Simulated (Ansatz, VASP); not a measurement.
**One calculation of FeO, two programs**

Contents of INCAR:

```
PREC     = Accurate       # precision mode
ENCUT    = 520            # plane-wave cutoff, eV
EDIFF    = 1E-6           # SCF threshold, eV
ISMEAR   = -1             # smearing method
SIGMA    = 0.05           # smearing width, eV
LREAL    = False          # projectors in reciprocal space
LASPH    = True           # aspherical terms in the spheres
NELM     = 150            # most SCF steps
ALGO     = Normal         # electronic algorithm
ISIF     = 2              # what is computed and relaxed
LWAVE    = False          # write WAVECAR
LCHARG   = False          # write CHGCAR
ISPIN    = 2              # spin polarisation
MAGMOM   = 3 0            # initial moments
LORBIT   = 11             # projections on sites
LMAXMIX  = 4              # l up to which the mixer works
GGA      = PS             # functional
NBANDS   = 18             # bands
```

KPOINTS

```
regular mesh
0
Gamma
  12 12 12
```

Contents of POSCAR:

```
FeO
1.0
   -1.6021034130      1.6021034130      2.0833922500
    1.6021034130     -1.6021034130      2.0833922500
    1.6021034130      1.6021034130     -2.0833922500
Fe O
1 1
Direct
    0.0000000000      0.0000000000      0.0000000000
    0.5000000000      0.5000000000      0.0000000000
```

Contents of input.yaml:

```yaml
crystal:
  lattice:
    - [-1.602103413, 1.602103413, 2.08339225]
    - [1.602103413, -1.602103413, 2.08339225]
    - [1.602103413, 1.602103413, -2.08339225]
  atoms:
    - { symbol: Fe, position: [0.0, 0.0, 0.0], spin: 3.0 }
    - { symbol: O, position: [0.5, 0.5, 0.0] }
hamiltonian:
  xc: pbesol
  pseudopotentials: { kind: paw }
magnetization:
  spin_polarized: true
kpoints:
  mp_grid: { grid: [12, 12, 12] }
scf:
  occupations: { method: fermi_dirac, width: 0.05 }
output:
  forces: true
  stress: true
  eigenvalues: true
  write_density: true
  write_potential: true
  elf: true
  volumetric_format: npy
```

Alike in both runs: task single point; functional PBEsol; k mesh 12 × 12 × 12; occupations fermi-dirac, width 0.05 eV; collinear spin.

|  | VASP | Ansatz |
| --- | --- | --- |
| version | VASP 6.6.1 | Ansatz 0.2.0 |
| potentials or method | VASP PAW PBE potentials, release 64 (Fe, O) | Ansatz PAW |
| plane-wave cutoff (eV) | 520 | 420 |
| valence electrons in the cell | 14 | 22 |

Ansatz gave:

- gap on the k mesh at the Fermi level (eV): none
- pressure (GPa): -16.1
- traceless stress, the component that is largest in VASP (GPa): 2.15
- net moment per atom (μB): 2.00
- size of the moment on the site where the two differ most (μB): 3.39

Q: Which values does VASP return?

A: gap on the k mesh at the Fermi level (eV): none; pressure (GPa): -16.1; traceless stress, the component that is largest in VASP (GPa): 2.50; net moment per atom (μB): 2.00; size of the moment on the site where the two differ most (μB): 3.61.

VASP's potentials were made for PBE, not for PBEsol. Site moments also hang on the region over which each program counts them. A gap of «none» marks a metal or a gap that the smearing closes. The functional is the same, so the differences come from potentials, cutoffs and numerics. VASP's potentials hold 14 valence electrons a cell and Ansatz's 22, so a difference there can come from the potentials and not from the codes.
